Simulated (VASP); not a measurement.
Set up this calculation in VASP 6.6.1, as the native input.

- Task: single point
- Functional: PBE
- Dispersion: D4
- Potentials or basis: VASP PAW PBE potentials, release 64 (Ag)
- Cutoff: 520 eV
- k mesh: 11 × 11 × 11
- Occupations: fermi-dirac, width 0.05 eV
- Spin: no spin polarisation
- Dipole correction: no
- Further INCAR settings: ALGO = Normal; EDIFF = 1e-06; NBANDS = 12

The structure of Ag lies in POSCAR:

```
Ag
1.0
    0.0000000000      2.0393095287      2.0393095287
    2.0393095287      0.0000000000      2.0393095287
    2.0393095287      2.0393095287      0.0000000000
Ag
1
Direct
    0.0000000000      0.0000000000      0.0000000000
```

These files were run (other wordings do the same):

INCAR

```
SYSTEM = Ag
ALGO     = Normal         ! electronic algorithm
EDIFF    = 1E-6           ! SCF threshold, eV
ENCUT    = 520            ! plane-wave cutoff, eV
GGA      = PE             ! functional
ISIF     = 2              ! what is computed and relaxed
ISMEAR   = -1             ! smearing method
IVDW     = 13             ! dispersion correction
LASPH    = .True.         ! aspherical terms in the spheres
LCHARG   = .True.         ! write CHGCAR
LELF     = .True.         ! ELF
LREAL    = .False.        ! projectors in reciprocal space
LVHAR    = .True.       
LWAVE    = .False.        ! write WAVECAR
NBANDS   = 12             ! bands
NELM     = 60             ! most SCF steps
PREC     = Accurate       ! precision mode
SIGMA    = 0.05           ! smearing width, eV
```

KPOINTS

```
k-points
0
Gamma
  11 11 11
  0 0 0
```

Potentials or basis: VASP PAW PBE potentials, release 64 (Ag).

The run is started by

```sh
$ cat potpaw_PBE.64/Ag/POTCAR > POTCAR
$ mpirun -np 1 vasp_std > vasp.out
```

It gave:

The pressure is -0.2 GPa and the dispersion energy per atom is -0.571 eV.

Caveat: pairwise dispersion overbinds metals, which lowers pressure and volume.

Run time: 13 s on 1 thread of Intel Xeon 8259CL (shared host), peak memory 0.14 GiB.
